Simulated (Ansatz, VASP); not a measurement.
**One calculation of Ru, two programs**

```
Ru
1.0
     0.00000    1.92768    1.92768
     1.92768    0.00000    1.92768
     1.92768    1.92768    0.00000
Ru
1
Cartesian
  0.0000 0.0000 0.0000
```

Change from the starting cell: volume scaled by 1.02.

Alike in both runs: task single point; functional RPBE; k mesh 12 × 12 × 12; occupations tetrahedron; no spin polarisation; Hubbard terms Ru d U = 6.0 eV.

|  | VASP | Ansatz |
| --- | --- | --- |
| version | VASP 6.6.1 | Ansatz 0.2.0 |
| potentials or method | VASP PAW PBE potentials, release 64 (Ru_pv), cutoff 520 eV | all-electron LAPW, scalar-relativistic |

```csv
,VASP,Ansatz,Ansatz less VASP
gap on the k mesh at the Fermi level (eV),none,none,-
pressure (GPa),-8.7,-4.7,+4.03
```

VASP's potentials were made for PBE, not for RPBE. The programs project onto different local orbitals, so the same U acts differently, and such runs can settle in different states. A gap of «none» marks a metal or a gap that the smearing closes. Ansatz ran all-electron here, and VASP with PAW potentials.

Noted on Ansatz's run: U is the effective U less J, on atomic orbitals that reach past the spheres.
